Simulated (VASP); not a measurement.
A run of VASP 6.6.1 is set up as follows.

File INCAR:

```
PREC = Accurate ; ENCUT = 400
EDIFF = 1E-6 ; ISMEAR = 0
SIGMA = 0.03 ; LREAL = F
LASPH = T ; NELM = 120
ALGO = Normal ; ISIF = 2
LWAVE = F ; LCHARG = F
LDIPOL = T ; IDIPOL = 3
DIPOL = 0.5 0.5 0.285 ; GGA = PS
IVDW = 12 ; NBANDS = 20
GGA_COMPAT = F ; NELMDL = -8
```

KPOINTS

```
Automatic mesh
0
Gamma
  12 12 1
```

The input POSCAR:

```
WS2
1.0
    3.1238471606      0.0000000000      0.0000000000
   -1.5619235803      2.7053309986      0.0000000000
    0.0000000000      0.0000000000     30.0800000023
S W
2 1
Direct
    0.6666666667      0.3333333333      0.2326289532
    0.6666666667      0.3333333333      0.3371848765
    0.3333333333      0.6666666667      0.2849069149
```

Potentials or basis: VASP PAW PBE potentials, release 64 (S, W_sv).

Command:

```sh
$ cat potpaw_PBE.64/S/POTCAR potpaw_PBE.64/W_sv/POTCAR > POTCAR
$ mpirun -np 1 vasp_std > vasp.out
```

Problem. Estimate the band gap on the k mesh.

Solution. 1.99 eV (least direct gap 2.04 eV).

Problem. Predict the largest force.

Solution. 0.020 eV/Å.

Forces in eV/Å, atoms in the order of the input:
```
S    0.000  0.000 -0.020
S    0.000  0.000  0.020
W    0.000  0.000  0.000
```

Caveat: the PAW data sets were made with another functional, which shifts forces and pressure a little; spin-orbit coupling is left out, which moves the levels of the heavy elements.
